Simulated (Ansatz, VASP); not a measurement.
Cr: VASP beside Ansatz

Contents of INCAR:

```
PREC = Accurate
ENCUT = 600
EDIFF = 1E-6
ISMEAR = -1
SIGMA = 0.05
LREAL = False
LASPH = True
NELM = 200
ALGO = Normal
ISIF = 2
LWAVE = False
LCHARG = False
ISPIN = 2
MAGMOM = 0.8
LORBIT = 11
NUPDOWN = 0.8
LMAXMIX = 4
GGA = PS
NBANDS = 17
GGA_COMPAT = False
```

Contents of KPOINTS:

```
regular mesh
0
Gamma
  10 10 10
```

Contents of POSCAR:

```
Cr
1.0
   -1.4844496776      1.4844496776      1.4844496776
    1.4844496776     -1.4844496776      1.4844496776
    1.4844496776      1.4844496776     -1.4844496776
Cr
1
Direct
    0.0000000000      0.0000000000      0.0000000000
```

input.yaml

```yaml
crystal:
  lattice:
    - [-1.4844496776, 1.4844496776, 1.4844496776]
    - [1.4844496776, -1.4844496776, 1.4844496776]
    - [1.4844496776, 1.4844496776, -1.4844496776]
  atoms:
    - { symbol: Cr, position: [0.0, 0.0, 0.0], spin: 0.8 }
hamiltonian:
  xc: pbesol
  pseudopotentials: { kind: paw }
magnetization:
  spin_polarized: true
  initial_magnetization: 0.8
  spin_locking: { lock_magnetization: hard }
kpoints:
  mp_grid: { grid: [10, 10, 10] }
scf:
  occupations: { method: fermi_dirac, width: 0.05 }
  lower_state_search: "off"
output:
  forces: true
  stress: true
  eigenvalues: true
  write_density: true
  write_potential: true
  elf: true
  volumetric_format: npy
```

Alike in both runs: task single point; functional PBEsol; k mesh 10 × 10 × 10; occupations fermi-dirac, width 0.05 eV; collinear spin; fixed moment 0.8 μB.

```csv
,VASP,Ansatz
version,VASP 6.6.1,Ansatz 0.2.0
potentials or method,"VASP PAW PBE potentials, release 64 (Cr_sv)",Ansatz PAW
plane-wave cutoff (eV),600,420
valence electrons in the cell,14,14
```

|  | VASP | Ansatz | Ansatz less VASP |
| --- | --- | --- | --- |
| net moment per atom (μB) | 0.80 | 0.80 | 0.000 |
| size of the moment on the site where the two differ most (μB) | 0.67 | 0.72 | +0.048 |

VASP's potentials were made for PBE, not for PBEsol. Site moments also hang on the region over which each program counts them.
